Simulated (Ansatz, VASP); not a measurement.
C: VASP beside Ansatz

INCAR

```
SYSTEM = C
PREC = Accurate
ENCUT = 910
EDIFF = 1E-6
ISMEAR = 0
SIGMA = 0.05
LREAL = .False.
LASPH = .True.
NELM = 120
ALGO = Normal
ISIF = 2
LWAVE = .False.
LCHARG = .False.
GGA = CA
NBANDS = 11
GGA_COMPAT = .False.
```

The input KPOINTS:

```
Automatic mesh
0
Gamma
  12 12 12
  0 0 0
```

File POSCAR:

```
C
1.0
    0.0000000000      1.7798763723      1.6960441952
    1.7798763723      0.0000000000      1.6960441952
    1.7798763723      1.7798763723      0.0000000000
C
2
Direct
    0.5000000000      0.5000000000      0.5000000000
    0.7500000000      0.7500000000      0.7500000000
```

Input for Ansatz:

```yaml
crystal:
  lattice:
    - [0.0, 1.7798763723, 1.6960441952]
    - [1.7798763723, 0.0, 1.6960441952]
    - [1.7798763723, 1.7798763723, 0.0]
  atoms:
    - { symbol: C, position: [0.5, 0.5, 0.5] }
    - { symbol: C, position: [0.75, 0.75, 0.75] }
basis:
  ecutwfc: 520.0
kpoints:
  mp_grid: { grid: [12, 12, 12] }
hamiltonian:
  xc: lda
  pseudopotentials: { kind: paw, azcp: { folder: soft_1 } }
scf:
  occupations: { method: gaussian, width: 0.05 }
output:
  forces: true
  stress: true
  eigenvalues: true
```

Alike in both runs: task single point; functional LDA; k mesh 12 × 12 × 12; occupations gaussian, width 0.05 eV; no spin polarisation.

|  | VASP | Ansatz |
| --- | --- | --- |
| version | VASP 6.6.1 | Ansatz 0.2.0 |
| potentials or method | VASP PAW LDA potentials, release 64 (C_h), cutoff 910 eV | scalar-relativistic, plane waves, PAW |
| valence electrons in the cell | 8 | 8 |

|  | VASP | Ansatz | Ansatz less VASP |
| --- | --- | --- | --- |
| gap on the k mesh at the Fermi level (eV) | 3.03 | 3.03 | +0.005 |
| least direct gap on the mesh (eV) | 4.84 | 4.84 | -0.003 |

Ansatz warns that its potentials were made for another functional, while VASP's fit it. LDA's correlation is that of Perdew and Zunger in VASP and of Perdew and Wang (1992) in Ansatz.

Noted on VASP's run: the cutoff is short for stress, so the pressure is rough.
